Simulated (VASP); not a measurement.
**Rb3Pt: single point with PBE+D3(BJ)**

Rb3Pt:

```xyz
4
Lattice="5.4988 0.0000 0.0000 0.0000 5.4988 0.0000 0.0000 0.0000 5.4988" Properties=species:S:1:pos:R:3 pbc="T T T"
Rb    0.0000    0.0000    2.7494
Rb    0.0000    2.7494    0.0000
Rb    2.7494    0.0000    0.0000
Pt    2.7494    2.7494    2.7494
```

```json
{
  "Program": "VASP 6.6.1",
  "Task": "single point",
  "Functional": "PBE",
  "Dispersion": "D3(BJ)",
  "Potentials or basis": "VASP PAW PBE potentials, release 64 (Rb_sv, Pt)",
  "Cutoff": "500 eV",
  "k mesh": "1 × 1 × 1, shifted",
  "Occupations": "gaussian, width 0.1 eV",
  "Spin": "no spin polarisation"
}
```

- Pressure: 0.2 GPa
- Dispersion energy per atom: -0.231 eV

Levels at points of the mesh, in eV from the Fermi level:
```csv
k point,band 15,band 16,band 17,band 18,band 19,band 20,band 21,band 22,band 23,band 24
"(0.00, 0.00, 0.50)",-0.24,-0.16,-0.16,-0.10,-0.02,1.77,3.00,3.00,3.72,4.47
```

It took 24 s on 1 thread of Intel(R) Xeon(R) Platinum 8259CL CPU @ 2.50GHz (Skylake/Cascade Lake), on a shared host, peak memory 0.23 GiB.

Caveat: the k points lie up to 1.14 Å⁻¹ apart; spin-orbit coupling is left out, which moves the levels of the heavy elements; pairwise dispersion overbinds metals, which lowers pressure and volume.
